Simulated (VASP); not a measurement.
# Be4S: single point with PBE

The system is Be4S.

```
CELL_PARAMETERS angstrom
-3.46140 0.26866 -0.52434
-0.38969 -6.01703 -0.51191
1.00644 0.85548 5.54697
ATOMIC_POSITIONS crystal
Be 0.10352 0.71850 0.80697
Be 0.79776 0.55610 0.19589
Be 0.54684 0.90901 0.69330
Be 0.33997 0.84837 0.27970
Be 0.74409 0.90692 0.08796
Be 0.45538 0.19937 0.51142
Be 0.94568 0.92526 0.49117
Be 0.16287 0.06042 0.92551
S 0.59768 0.51718 0.79530
S 0.30622 0.35886 0.21278
```

- Program: VASP 6.6.1
- Task: single point
- Functional: PBE
- Potentials or basis: VASP PAW PBE potentials, release 64 (Be, S)
- Cutoff: 520 eV
- k mesh: 6 × 4 × 4
- Occupations: gaussian, width 0.1 eV
- Spin: no spin polarisation
- Dipole correction: no
- Further INCAR settings: ALGO = Normal; EDIFF = 1e-06; NBANDS = 25

| Quantity | Value |
| --- | --- |
| Pressure | 0.1 GPa |
| Largest force | 0.042 eV/Å |
| Band gap on the k mesh | zero (bands 14 and 15 overlap by 1.29 eV) |

Forces in eV/Å, atoms in the order of the input:
```
Be   0.000 -0.003 -0.006
Be   0.001  0.012  0.015
Be  -0.001 -0.005  0.003
Be  -0.002 -0.005  0.004
Be   0.001 -0.003 -0.007
Be   0.004  0.041 -0.007
Be  -0.003 -0.024 -0.001
Be   0.005  0.006 -0.026
S   -0.001 -0.010  0.002
S   -0.005 -0.008  0.023
```

Stress tensor (GPa, compression positive):
```
 0.12 -0.03  0.04
-0.03  0.18  0.22
 0.04  0.22 -0.10
```

Levels at points of the mesh, in eV from the Fermi level:
| k point | band 12 | band 13 | band 14 | band 15 | band 16 | band 17 |
| --- | --- | --- | --- | --- | --- | --- |
| (0.00, 0.00, 0.00) | -0.96 | -0.69 | 0.12 | 0.28 | 1.62 | 2.13 |
| (0.50, 0.00, 0.00) | -3.71 | -2.74 | -1.64 | 1.06 | 1.51 | 2.36 |
| (0.00, 0.50, 0.00) | -2.95 | -0.99 | -0.22 | 0.49 | 2.11 | 2.46 |
| (0.50, 0.50, 0.00) | -2.59 | -2.38 | -1.26 | -0.53 | 0.57 | 2.18 |
| (0.00, 0.00, 0.50) | -1.37 | -1.16 | -0.45 | 1.51 | 1.90 | 2.28 |
| (0.50, 0.00, 0.50) | -3.71 | -2.73 | -1.64 | 1.06 | 1.51 | 2.35 |
| (0.00, 0.50, 0.50) | -1.57 | -1.00 | -0.74 | -0.01 | 1.73 | 2.39 |
| (0.50, 0.50, 0.50) | -2.59 | -2.38 | -1.26 | -0.53 | 0.57 | 2.18 |

It took 2.5 min on 1 thread of Intel(R) Xeon(R) Platinum 8259CL CPU @ 2.50GHz (Skylake/Cascade Lake), on a shared host, peak memory 0.28 GiB.
